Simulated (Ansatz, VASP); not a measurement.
# One calculation of PtSe2, two programs

INCAR

```
ALGO     = Normal         # electronic algorithm
EDIFF    = 1E-7           # SCF threshold, eV
EDIFFG   = -0.04          # ionic threshold
ENCUT    = 600            # plane-wave cutoff, eV
GGA      = PE             # functional
IBRION   = 2              # ionic algorithm
ISIF     = 3              # what is computed and relaxed
ISMEAR   = 0              # smearing method
LASPH    = T              # aspherical terms in the spheres
LCHARG   = F              # write CHGCAR
LREAL    = F              # projectors in reciprocal space
LWAVE    = F              # write WAVECAR
NELM     = 80             # most SCF steps
NSW      = 90             # ionic steps
PREC     = Accurate       # precision mode
SIGMA    = 0.1            # smearing width, eV
```

Contents of KPOINTS:

```
k-points
0
Gamma
  6 6 6
```

The input POSCAR:

```
PtSe2
1.0
   -1.9109260396      1.9109260396      4.6877404410
    1.9109260396     -1.9109260396      4.6877404410
    1.9109260396      1.9109260396     -4.6877404410
Pt Se
1 2
Direct
    0.0000000000      0.0000000000      0.0000000000
    0.6650000000      0.6650000000      0.0000000000
    0.3350000000      0.3350000000      0.0000000000
```

Input for Ansatz:

```yaml
crystal:
  lattice:
    - [-1.9109260396, 1.9109260396, 4.687740441]
    - [1.9109260396, -1.9109260396, 4.687740441]
    - [1.9109260396, 1.9109260396, -4.687740441]
  atoms:
    - { symbol: Pt, position: [0.0, 0.0, 0.0] }
    - { symbol: Se, position: [0.665, 0.665, 0.0] }
    - { symbol: Se, position: [0.335, 0.335, 0.0] }
basis:
  ecutwfc: 420
kpoints:
  mp_grid: { grid: [6, 6, 6] }
hamiltonian:
  xc: pbe
scf:
  occupations: { method: gaussian, width: 0.1 }
  lower_state_search: "off"
output:
  forces: true
  stress: true
  eigenvalues: true
relax:
  adjacent_minimum: "off"
  f_tol: 0.04
  max_steps: 70
  cell: { stress_tol: 0.4 }
```

Alike in both runs: task relaxation of cell and atoms; functional PBE; k mesh 6 × 6 × 6; occupations gaussian, width 0.1 eV; no spin polarisation.

|  | VASP | Ansatz |
| --- | --- | --- |
| version | VASP 6.6.1 | Ansatz 0.2.0 |
| potentials or method | VASP PAW PBE potentials, release 64 (Pt, Se), cutoff 600 eV | scalar-relativistic, plane waves, PAW |
| valence electrons in the cell | 22 | 50 |

VASP gave:

| Quantity | Value |
| --- | --- |
| gap on the k mesh at the Fermi level, each at its own relaxed structure (eV) | none |
| relaxed volume (Å³/atom) | 20.31 |
| relaxed cell length with the largest relative difference (Å) | 6.711 |

Task: Estimate Ansatz's values.

Result: gap on the k mesh at the Fermi level, each at its own relaxed structure (eV): none; relaxed volume (Å³/atom): 20.28; relaxed cell length with the largest relative difference (Å): 6.657.

A gap of «none» marks a metal or a gap that the smearing closes. VASP's potentials hold 22 valence electrons a cell and Ansatz's 50, so a difference there can come from the potentials and not from the codes.

The k mesh is coarse, so the values compare programs but aren't converged. Neither program's run includes spin-orbit coupling.
